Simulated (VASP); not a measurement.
Crystal: Al2Cu.

```
Cu Al
1.0
    -2.03034    2.03034    2.85109
     2.03034   -2.03034    2.85109
     2.03034    2.03034   -2.85109
Cu Al
1 2
Direct
  0.50000 0.50000 0.00000
  0.25000 0.75000 0.50000
  0.75000 0.25000 0.50000
```

```yaml
Program: VASP 6.6.1
Task: relaxation of cell and atoms
Functional: LDA
Potentials_or_basis: VASP PAW LDA potentials, release 64 (Cu, Al)
Cutoff: 440 eV
k_mesh: 10 × 10 × 10
Occupations: gaussian, width 0.07 eV
Spin: no spin polarisation
```

At the start: pressure -3.0 GPa; volume 15.67 Å³/atom.

Problem. Where does the relaxation end?

Solution. Over 8 steps the energy falls by 4.1 meV/atom and the volume is 15.22 Å³/atom (-2.8 %); space group Fm-3m (No. 225, to 0.1 Å) before and after.

Step by step:
| step | energy change (eV) | largest force (eV/Å) | pressure (GPa) | volume (Å³) |
| --- | --- | --- | --- | --- |
| 1 | 0.0000 | 0.0000 | -2.98 | 47.01 |
| 2 | -0.0108 | 0.0000 | 1.56 | 45.06 |
| 3 | -0.0136 | 0.0000 | 0.03 | 45.64 |
| 4 | -0.0136 | 0.0000 | 0.10 | 45.62 |
| 5 | -0.0138 | 0.0000 | 0.05 | 45.63 |
| 6 | -0.0138 | 0.0000 | 0.06 | 45.63 |
| 7 | -0.0138 | 0.0000 | 0.02 | 45.67 |
| 8 | -0.0122 | 0.0000 | 0.02 | 45.67 |

Final structure:
```cif
data_structure
_symmetry_space_group_name_H-M 'P 1'
_symmetry_Int_Tables_number 1
_cell_length_a 4.0123
_cell_length_b 4.0123
_cell_length_c 4.0123
_cell_angle_alpha 119.998
_cell_angle_beta 119.998
_cell_angle_gamma 90.004
_cell_volume 45.67
loop_
_atom_site_label
_atom_site_type_symbol
_atom_site_fract_x
_atom_site_fract_y
_atom_site_fract_z
_atom_site_occupancy
Cu1 Cu 0.50000 0.50000 0.00000 1
Al1 Al 0.25000 0.75000 0.50000 1
Al2 Al 0.75000 0.25000 0.50000 1
```
